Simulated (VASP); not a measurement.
A run of VASP 6.6.1 is set up as follows.

File INCAR:

```
ALGO = Normal ; EDIFF = 1E-6
ENCUT = 520 ; GGA = RE
ISIF = 2 ; ISMEAR = 0
LASPH = T ; LCHARG = F
LREAL = F ; LWAVE = F
NBANDS = 11 ; NELM = 60
PREC = Accurate ; SIGMA = 0.05
```

The input KPOINTS:

```
k-points
0
Gamma
  8 8 6
```

POSCAR

```
MgB2
1.0
    3.1144674487      0.0000000000      0.0000000000
   -1.5572337243      2.6972079298      0.0000000000
    0.0000000000      0.0000000000      3.5626151667
Mg B
1 2
Direct
    0.0000000000      0.0000000000      0.0000000000
    0.3333333333      0.6666666667      0.5000000000
    0.6666666667      0.3333333333      0.5000000000
```

Potentials or basis: VASP PAW PBE potentials, release 64 (Mg, B).

Run with:

```sh
$ cat potpaw_PBE.64/Mg/POTCAR potpaw_PBE.64/B/POTCAR > POTCAR
$ mpirun -np 1 vasp_std > vasp.out
```

Estimate the band gap on the k mesh.

zero (bands 4 and 5 overlap by 2.49 eV).

What does it give for the pressure?

-2.9 GPa.

Stress tensor (GPa, compression positive):
```
-2.87  0.00  0.00
 0.00 -2.87  0.00
 0.00  0.00 -2.98
```

Caveat: the PAW data sets were made with another functional, which shifts forces and pressure a little.
